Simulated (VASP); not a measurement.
Here is a VASP 6.6.1 calculation.

The input INCAR:

```
  PREC = Accurate
  ENCUT = 520
  EDIFF = 1E-6
  ISMEAR = 1
  SIGMA = 0.1
  LREAL = F
  LASPH = T
  NELM = 60
  ALGO = Normal
  ISIF = 2
  LWAVE = F
  LCHARG = T
  LELF = T
  LVHAR = T
  NBANDS = 18
```

KPOINTS

```
regular mesh
0
Gamma
  12 12 12
```

POSCAR

```
IrRu
1.0
    1.3237368418      0.7642600930      4.3456606687
   -1.3237368418      0.7642600930      4.3456606687
    0.0000000000     -1.5285192041      4.3456606687
Ru Ir
1 1
Direct
    0.5000000000      0.5000000000      0.5000000000
    0.0000000000      0.0000000000      0.0000000000
```

Potentials or basis: VASP PAW LDA potentials, release 64 (Ru_pv, Ir).

Launch:

```bash
$ cat potpaw_LDA.64/Ru_pv/POTCAR potpaw_LDA.64/Ir/POTCAR > POTCAR
$ mpirun -np 1 vasp_std > vasp.out
```

(1) Predict the band gap on the k mesh.

(2) Predict the pressure.

Results:

(1) zero (an odd number of electrons rules out a gap without spin polarisation).

(2) 10.6 GPa.

Caveat: the cell stands under pressure; spin-orbit coupling is left out, which moves the levels of the heavy elements.
